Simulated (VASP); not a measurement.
# Ba (I4/mmm) in VASP: single point with PBE

Aim: the single point of Ba with PBE.

All numbers are computed with VASP 6.6.1; they aren't measurements. Logs are shortened: lines on timing, memory, paths and dates and some standing lists are left out, and cuts for length are marked.

**1. The cell of the first run**

It takes space group I4/mmm (No. 139, tetragonal). Conventional cell: a = 5.150 Å, b = 5.150 Å, c = 5.075 Å, α = 90.00°, β = 90.00°, γ = 90.00°. Ba (site symmetry 4/mmm) has 14 Ba at 4.44 to 5.15 Å within 5.8 Å.

**2. Single point, PBE (strain +0.030 along x and y, +0.015 along z)**

File INCAR:

```
ALGO = Fast
EDIFF = 1E-6
ENCUT = 520
GGA = PE
ISIF = 2
ISMEAR = 0
LASPH = T
LCHARG = F
LREAL = F
LWAVE = F
NBANDS = 11
NELM = 80
PREC = Accurate
SIGMA = 0.15
```

File KPOINTS:

```
k-points
0
Gamma
  14 14 14
```

File POSCAR:

```
Ba
1.0
   -2.5750000000      2.5750000000      2.5375000000
    2.5750000000     -2.5750000000      2.5375000000
    2.5750000000      2.5750000000     -2.5375000000
Ba
1
Direct
    0.0000000000      0.0000000000      0.0000000000
```

Potentials or basis: VASP PAW PBE potentials, release 64 (Ba_sv).

The run is started by

```
> cat potpaw_PBE.64/Ba_sv/POTCAR > POTCAR
> mpirun -np 1 vasp_std > vasp.out
```

OUTCAR:

```text
EDIFF = 1E-6
   ENCUT = 520
   GGA = PE
   ISIF = 2
   ISMEAR = 0
   LASPH = T
   LREAL = F
   NELM = 80
   PREC = Accurate

 ion  position               nearest neighbor table
   1  0.000  0.000  0.000-

  LATTYP: Found a body centered tetragonal cell.
 ALAT       =     5.1500000000
 C/A-ratio  =     0.9854368932

  Lattice vectors:

 A1 = (  -2.5750000000,   2.5750000000,   2.5375000000)
 A2 = (   2.5750000000,  -2.5750000000,   2.5375000000)
 A3 = (   2.5750000000,   2.5750000000,  -2.5375000000)

Analysis of symmetry for initial positions (statically):
=====================================================================
 Subroutine PRICEL returns:
 Original cell was already a primitive cell.

 Routine SETGRP: Setting up the symmetry group for a
 body centered tetragonal supercell.

 Subroutine GETGRP returns: Found 16 space group operations
 (whereof 16 operations were pure point group operations)
 out of a pool of 16 trial point group operations.

The static configuration has the point symmetry D_4h.

Analysis of symmetry for dynamics (positions and initial velocities):
=====================================================================
 Subroutine PRICEL returns:
 Original cell was already a primitive cell.

 Routine SETGRP: Setting up the symmetry group for a
 body centered tetragonal supercell.

 Subroutine GETGRP returns: Found 16 space group operations
 (whereof 16 operations were pure point group operations)
 out of a pool of 16 trial point group operations.

The dynamic configuration has the point symmetry D_4h.

 Subroutine INISYM returns: Found 16 space group operations
 (whereof 16 operations are pure point group operations),
 and found     1 'primitive' translations

----------------------------------------------------------------------------------------

                                     Primitive cell

  volume of cell :      67.3008

  direct lattice vectors                    reciprocal lattice vectors
    -2.575000000  2.575000000  2.537500000     0.000000000  0.194174757  0.197044335
     2.575000000 -2.575000000  2.537500000     0.194174757  0.000000000  0.197044335
     2.575000000  2.575000000 -2.537500000     0.194174757  0.194174757  0.000000000

  length of vectors
     4.438485806  4.438485806  4.438485806     0.276641115  0.276641115  0.274604575

  position of ions in fractional coordinates (direct lattice)
     0.000000000  0.000000000  0.000000000

  ion indices of the primitive-cell ions
   primitive index   ion index
                 1           1

----------------------------------------------------------------------------------------

 KPOINTS: k-points

Automatic generation of k-mesh.
 Grid dimensions read from file:
 generate k-points for:   14   14   14

 Generating k-lattice:

  Cartesian coordinates                     Fractional coordinates (reciprocal lattice)
     0.000000000  0.013869626  0.014074595     0.071428571  0.000000000  0.000000000
     0.013869626  0.000000000  0.014074595     0.000000000  0.071428571  0.000000000
     0.013869626  0.013869626  0.000000000     0.000000000  0.000000000  0.071428571

  Length of vectors
     0.019760080  0.019760080  0.019614613

  Shift w.r.t. Gamma in fractional coordinates (k-lattice)
     0.000000000  0.000000000  0.000000000

 Subroutine IBZKPT returns following result:
 ===========================================

 Found    244 irreducible k-points:

 Following reciprocal coordinates:
            Coordinates               Weight
  0.000000  0.000000  0.000000      1.000000
  0.071429 -0.000000  0.000000      8.000000
  0.142857  0.000000  0.000000      8.000000
  0.214286  0.000000  0.000000      8.000000
  0.285714  0.000000  0.000000      8.000000
  0.357143  0.000000 -0.000000      8.000000
[... 16 lines left out ...]
  0.214286  0.142857  0.000000     16.000000
  0.285714  0.142857  0.000000     16.000000
 [... further k-points ...]
   k-points           NKPTS =    244   k-points in BZ     NKDIM =    244   number of bands    NBANDS=     11
   number of dos      NEDOS =    301   number of ions     NIONS =      1
   total plane-waves  NPLWV =  46656
   dimension x,y,z NGX =    36 NGY =   36 NGZ =   36
   dimension x,y,z NGXF=    72 NGYF=   72 NGZF=   72
   ions per type =               1
   NGX,Y,Z   is equivalent  to a cutoff of  13.48, 13.48, 13.48 a.u.
   NGXF,Y,Z  is equivalent  to a cutoff of  26.97, 26.97, 26.97 a.u.
 SYSTEM =  unknown system
   PREC   = accura    normal or accurate (medium, high low for compatibility)
   ISTART =      0    job   : 0-new  1-cont  2-samecut
   ICHARG =      2    charge: 1-file 2-atom 10-const
   ISPIN  =      1    spin polarized calculation?
   LNONCOLLINEAR =      F non collinear calculations
   LSORBIT =      F    spin-orbit coupling
   LASPH  =      T    aspherical Exc in radial PAW
   ENCUT  =  520.0 eV  38.22 Ry    6.18 a.u.   8.25  8.25  8.25*2*pi/ulx,y,z
   NELM   =     80;   NELMIN=  2; NELMDL= -5     # of ELM steps
   EDIFF  = 0.1E-05   stopping-criterion for ELM
   LREAL  =      F    real-space projection
   EDIFFG = 0.1E-04   stopping-criterion for IOM
   NSW    =      0    number of steps for IOM
   IBRION =     -1    ionic relax: 0-MD 1-quasi-New 2-CG
   NFREE  =      0    steps in history (QN), initial steepest desc. (CG)
   ISIF   =      2    stress and relaxation
   ISYM   =      2    0-nonsym 1-usesym 2-fastsym
   POTIM  = 0.5000    time-step for ionic-motion
   TEBEG  =    0.0;   TEEND  =   0.0 temperature during run
   PSTRESS=    0.0 pullay stress
   NELECT =      10.0000    total number of electrons
   NUPDOWN=      -1.0000    fix difference up-down
   EMIN   =  10.00;   EMAX   =-10.00  energy-range for DOS
   EFERMI =   0.00;   METHOD = LEGACY
   ISMEAR =     0;   SIGMA  =   0.15  broadening in eV -4-tet -1-fermi 0-gaus
   EFERMI_NEDOS =   21; number of points for ismear=-14 and -15
   IALGO  =     68    algorithm
   IMIX   =      4    mixing-type and parameters
     AMIX     =   0.40;   BMIX     =  1.00
     AMIX_MAG =   1.60;   BMIX_MAG =  1.00
  volume/ion in A,a.u.               =      67.30       454.17
  Fermi-wavevector in a.u.,A,eV,Ry     =   0.867098  1.638577 10.229653  0.751858
  Thomas-Fermi vector in A             =   1.985582
   LORBIT       =      0    0 simple, 1 ext, 2 COOP (PROOUT), +10 PAW based schemes
   GGA     = PE    functional components
   LHFCALC =     F    Hartree Fock is set to
   AEXX    =    0.0000 exact exchange contribution
   IVDW    =     0    specifies the selected vdW correction
   LEPSILON=     F    determine dielectric tensor
   LRPA    =     F    only Hartree local field effects (RPA)
 non-spin polarized calculation
 RMM-DIIS sequential band-by-band and
 Gauss-broadening in eV      SIGMA  =   0.15
  energy-cutoff  :      520.00
  volume of cell :       67.30
 maximum number of plane-waves:      1862
 NGX is ok and might be reduce to    36
   NGX = 17   NGY = 17   NGZ = 17

 number of electron      10.0000000 magnetization

 number of electron       9.9999999 magnetization

 Free energy of the ion-electron system (eV)
  ---------------------------------------------------
  ext. energy  EPLUGINS =         0.00000000
  ---------------------------------------------------
  free energy    TOTEN  =        -1.90951997 eV

  energy without entropy =       -1.89553923  energy(sigma->0) =       -1.90252960

 E-fermi :   1.4350     XC(G=0):  -7.2019

 val. band max:        1.4268935673   @ k =   0.5000   0.5000   0.2857
 cond. band min:       1.4388189662   @ k =   0.3571   0.2857   0.0000
 fundamental gap:      0.0119253989
 Fermi energy:         1.4349560800

 k-point     1 :       0.0000    0.0000    0.0000
  band No.  band energies     occupation
      1     -27.5672      2.00000
      2     -12.5493      2.00000
      3     -12.5493      2.00000
      4     -12.5487      2.00000
      5      -1.2791      2.00000
      6       3.1348      0.00000
      7       3.2173      0.00000
      8       3.2173      0.00000
      9       4.4442      0.00000
     10       4.5644      0.00000
     11       8.1417      0.00000

 k-point     2 :       0.0714   -0.0000    0.0000
  band No.  band energies     occupation
      1     -27.5656      2.00000
      2     -12.5685      2.00000
      3     -12.5555      2.00000
      4     -12.5492      2.00000
      5      -1.1898      2.00000
      6       3.0928      0.00000
      7       3.1781      0.00000
      8       3.2747      0.00000
      9       4.3845      0.00000
     10       4.4974      0.00000
     11       8.2935      0.00000

 k-point     3 :       0.1429    0.0000    0.0000
  band No.  band energies     occupation
      1     -27.5611      2.00000
      2     -12.6224      2.00000
      3     -12.5727      2.00000
      4     -12.5496      2.00000
      5      -0.9331      2.00000
      6       2.9088      0.00000
      7       3.0109      0.00000
      8       3.5349      0.00000
      9       4.2399      0.00000
     10       4.4793      0.00000
     11       8.5235      0.00000

 k-point     4 :       0.2143    0.0000    0.0000
  band No.  band energies     occupation
      1     -27.5547      2.00000
      2     -12.6985      2.00000
      3     -12.5974      2.00000
      4     -12.5503      2.00000
      5      -0.5452      2.00000
      6       2.6708      0.00000
      7       2.7118      0.00000
      8       3.9682      0.00000
      9       4.2495      0.00000
     10       4.5134      0.00000
     11       8.5729      0.00000

 k-point     5 :       0.2857    0.0000    0.0000
  band No.  band energies     occupation
      1     -27.5475      2.00000
      2     -12.7807      2.00000
      3     -12.6245      2.00000
      4     -12.5511      2.00000
      5      -0.0955      2.00000
      6       2.4335      0.00000
      7       2.4415      0.00000
      8       4.3743      0.00000
      9       4.5506      0.00000
     10       4.6085      0.00000
     11       8.1528      0.00000
[... 211 lines left out ...]
 k-point    21 :      -0.0714    0.0714    0.0000
  band No.  band energies     occupation
      1     -27.5656      2.00000
      2     -12.5688      2.00000
      3     -12.5547      2.00000
      4     -12.5492      2.00000
      5      -1.1911      2.00000
      6       3.1014      0.00000
      7       3.1465      0.00000
      8       3.3067      0.00000
      9       4.3239      0.00000
     10       4.5552      0.00000
     11       8.2447      0.00000

 k-point    22 :       0.1429    0.1429    0.0000
  band No.  band energies     occupation
      1     -27.5512      2.00000
      2     -12.7317      2.00000
      3     -12.6004      2.00000
      4     -12.5679      2.00000
      5      -0.3167      2.00000
      6       2.5309      0.00000
      7       2.5897      0.00000
      8       4.0595      0.00000
      9       4.2473      0.00000
     10       4.7554      0.00000
     11       8.8784      0.00000

 k-point    23 :       0.2143    0.1429    0.0000
  band No.  band energies     occupation
      1     -27.5447      2.00000
      2     -12.7947      2.00000
      3     -12.6312      2.00000
      4     -12.5731      2.00000
      5       0.1279      2.00000
      6       2.2609      0.00000
      7       2.4166      0.00000
      8       4.1214      0.00000
      9       4.8211      0.00000
     10       4.9075      0.00000
     11       8.1362      0.00000

 k-point    24 :       0.2857    0.1429    0.0000
  band No.  band energies     occupation
      1     -27.5389      2.00000
      2     -12.8481      2.00000
      3     -12.6630      2.00000
      4     -12.5753      2.00000
      5       0.5389      2.00000
      6       2.1041      0.00000
      7       2.2941      0.00000
      8       4.2605      0.00000
      9       4.9847      0.00000
     10       5.4794      0.00000
     11       7.5561      0.00000

 [... further k-points ...]

------------------------ aborting loop because EDIFF is reached ----------------------------------------

  FORCE on cell =-STRESS in cart. coord.  units (eV):
  Direction    XX          YY          ZZ          XY          YZ          ZX
  --------------------------------------------------------------------------------------
  -------------------------------------------------------------------------------------
  Total       -0.1964961     -0.1964961     -0.1714647      0.0000000     -0.0000000      0.0000000
  in kB       -4.6778251     -4.6778251     -4.0819227      0.0000000     -0.0000000      0.0000000
  external PRESSURE =      -4.4791909 kB  Pullay stress =       0.0000000 kB

 VOLUME and BASIS-vectors are now :
 -----------------------------------------------------------------------------
  energy-cutoff  :      520.00
  volume of cell :       67.30
      direct lattice vectors                 reciprocal lattice vectors
    -2.575000000  2.575000000  2.537500000     0.000000000  0.194174757  0.197044335
     2.575000000 -2.575000000  2.537500000     0.194174757  0.000000000  0.197044335
     2.575000000  2.575000000 -2.537500000     0.194174757  0.194174757  0.000000000

 POSITION                                       TOTAL-FORCE (eV/Angst)
 -----------------------------------------------------------------------------------
      0.00000      0.00000      0.00000        -0.000000      0.000000      0.000000
 -----------------------------------------------------------------------------------
    total drift:                               -0.000000      0.000000      0.000000

  FREE ENERGIE OF THE ION-ELECTRON SYSTEM (eV)
  ---------------------------------------------------
  free  energy   TOTEN  =        -1.9095199660 eV

  energy  without entropy=       -1.8955392271  energy(sigma->0) =       -1.90252960
```

Wall time 63 s (1 thread of Intel Xeon 6975P-C (Granite Rapids), shared host); peak memory 0.34 GiB.

What came out:

```
Free energy            : -1.9095 eV
Pressure               : -0.4 GPa
Band gap on the k mesh : zero (band 5 reaches 1.82 eV, above the bottom of band 6 at 0.99 eV)
```

Levels at points of the mesh, in eV from the Fermi level:
```tsv
k point	band 1	band 2	band 3	band 4	band 5	band 6	band 7	band 8	band 9	band 10
(0.00, 0.00, 0.00)	-29.00	-13.98	-13.98	-13.98	-2.71	1.70	1.78	1.78	3.01	3.13
(0.50, 0.00, 0.00)	-28.97	-14.35	-14.11	-13.99	-0.85	0.67	1.08	3.04	3.59	4.88
(0.50, 0.50, 0.00)	-28.97	-14.35	-14.10	-13.98	-0.86	0.75	1.03	2.94	3.52	4.87
(0.50, 0.50, 0.50)	-28.95	-14.25	-14.25	-14.24	-0.47	-0.45	3.99	3.99	4.15	4.43
```

Caveat: the cell differs from its parent crystal (strain +0.030 along x and y, +0.015 along z); spin-orbit coupling is left out, which moves the levels of the heavy elements.
